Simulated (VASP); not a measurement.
Ni, 1 atom in the cell. It takes space group Im-3m (No. 229, cubic). The conventional cell has a = 2.659 Å, b = 2.659 Å, c = 2.659 Å, α = 90.00°, β = 90.00°, γ = 90.00°. Ni (site symmetry m-3m) has 14 Ni at 2.30 to 2.66 Å within 3.0 Å. 

```yaml
Program: VASP 6.6.1
Task: relaxation of cell and atoms
Functional: PBEsol
Potentials_or_basis: VASP PAW PBE potentials, release 64 (Ni)
Cutoff: 600 eV
k_mesh: 20 × 20 × 20
Occupations: fermi-dirac, width 0.05 eV
Spin: collinear spin, ferromagnetic start
Starting_moments: "[1.0] μB"
Target_pressure: 29 GPa
Dipole_correction: no
Further_INCAR_settings: ALGO = Normal; EDIFF = 1e-06; IBRION = 2; EDIFFG = -0.005; NSW = 32; ISIF = 3
```

Potentials or basis: VASP PAW PBE potentials, release 64 (Ni).

The run is started by

```sh
$ cat potpaw_PBE.64/Ni/POTCAR > POTCAR
$ mpirun -np 1 vasp_std > vasp.out
```

Hardware: 1 thread of Intel(R) Xeon(R) 6975P-C (Granite Rapids), on a shared host.

**Question.** How long does it take, and how much memory?

**Answer.** Run time: 61 s on 1 thread of Intel(R) Xeon(R) 6975P-C (Granite Rapids), on a shared host, peak memory 0.17 GiB. Counts: scf iterations 34, k points 256, ion steps 4.
